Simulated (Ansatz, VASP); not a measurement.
One calculation of Sc2Cu3, two programs

```
Sc Cu
1.0
     4.45748    0.00000    0.00000
    -2.22874    3.86029    0.00000
     0.00000    0.00000    5.45731
Sc Cu
2 3
Cartesian
  0.0000 2.5735 1.0885
  2.2287 1.2868 4.3689
  0.0000 0.0000 0.0000
  0.0000 2.5735 3.8111
  2.2287 1.2868 1.6462
```

Change from the starting cell: species swapped into the Ga3Pt2 type (P-3m1, No. 164).

Alike in both runs: functional PBE; k mesh 6 × 6 × 4; occupations gaussian, width 0.1 eV; no spin polarisation.

Ansatz relaxed the structure, and its values are those at the end. VASP's run is a single point on that final structure, the one shown.

|  | VASP | Ansatz |
| --- | --- | --- |
| version | VASP 6.6.1 | Ansatz 0.2.0 |
| potentials or method | VASP PAW PBE potentials, release 64 (Sc_sv, Cu), cutoff 520 eV | scalar-relativistic, plane waves, PAW |
| valence electrons in the cell | 55 | 79 |

```csv
,VASP,Ansatz,Ansatz less VASP
gap on the k mesh at the Fermi level (eV),none,none,-
pressure (GPa),0.3,0.0,-0.29
rms of the force components (eV/Å),0.004,0.004,+0.0001
```

A gap of «none» marks a metal or a gap that the smearing closes. VASP's potentials hold 55 valence electrons a cell and Ansatz's 79, so a difference there can come from the potentials and not from the codes.
